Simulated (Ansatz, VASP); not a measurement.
**Si: VASP beside Ansatz**

INCAR

```
SYSTEM = Si
PREC = Accurate
ENCUT = 600
EDIFF = 1E-7
ISMEAR = 0
SIGMA = 0.1
LREAL = .False.
LASPH = .True.
NELM = 80
ALGO = Normal
ISIF = 3
LWAVE = .False.
LCHARG = .False.
GGA = PE
IBRION = 2
NSW = 100
EDIFFG = -0.01
```

The input KPOINTS:

```
regular mesh
0
Gamma
  12 12 8
  0 0 0
```

Contents of POSCAR:

```
Si
1.0
    3.7347911002      0.0000000000      0.0000000000
   -1.8673955501      3.2344239706      0.0000000000
    0.0000000000      0.0000000000      6.2744784993
Si
4
Direct
    0.0000000000      0.0000000000      0.8123061662
    0.0000000000      0.0000000000      0.1876938338
    0.3333333333      0.6666666667      0.6564491569
    0.6666666667      0.3333333333      0.3435508431
```

Input for Ansatz:

```yaml
crystal:
  lattice:
    - [3.7347911002, 0.0, 0.0]
    - [-1.8673955501, 3.2344239706, 0.0]
    - [0.0, 0.0, 6.2744784993]
  atoms:
    - { symbol: Si, position: [0.0, 0.0, 0.8123061662] }
    - { symbol: Si, position: [0.0, 0.0, 0.1876938338] }
    - { symbol: Si, position: [0.3333333333, 0.6666666667, 0.6564491569] }
    - { symbol: Si, position: [0.6666666667, 0.3333333333, 0.3435508431] }
basis:
  ecutwfc: 420
kpoints:
  mp_grid: { grid: [12, 12, 8] }
hamiltonian:
  xc: pbe
scf:
  occupations: { method: gaussian, width: 0.1 }
output:
  forces: true
  stress: true
  eigenvalues: true
relax:
  adjacent_minimum: "off"
  f_tol: 0.01
  max_steps: 80
  cell: { stress_tol: 0.05 }
```

Alike in both runs: task relaxation of cell and atoms; functional PBE; k mesh 12 × 12 × 8; occupations gaussian, width 0.1 eV; no spin polarisation.

|  | VASP | Ansatz |
| --- | --- | --- |
| version | VASP 6.6.1 | Ansatz 0.2.0 |
| potentials or method | VASP PAW PBE potentials, release 64 (Si), cutoff 600 eV | scalar-relativistic, plane waves, PAW |
| valence electrons in the cell | 16 | 16 |

Ansatz gave:

| Quantity | Value |
| --- | --- |
| gap on the k mesh at the Fermi level, each at its own relaxed structure (eV) | none |
| relaxed volume (Å³/atom) | 19.11 |
| relaxed cell length with the largest relative difference (Å) | 6.272 |

Problem. Which values does VASP return?

Solution. gap on the k mesh at the Fermi level, each at its own relaxed structure (eV): none; relaxed volume (Å³/atom): 19.10; relaxed cell length with the largest relative difference (Å): 6.271.

A gap of «none» marks a metal or a gap that the smearing closes.
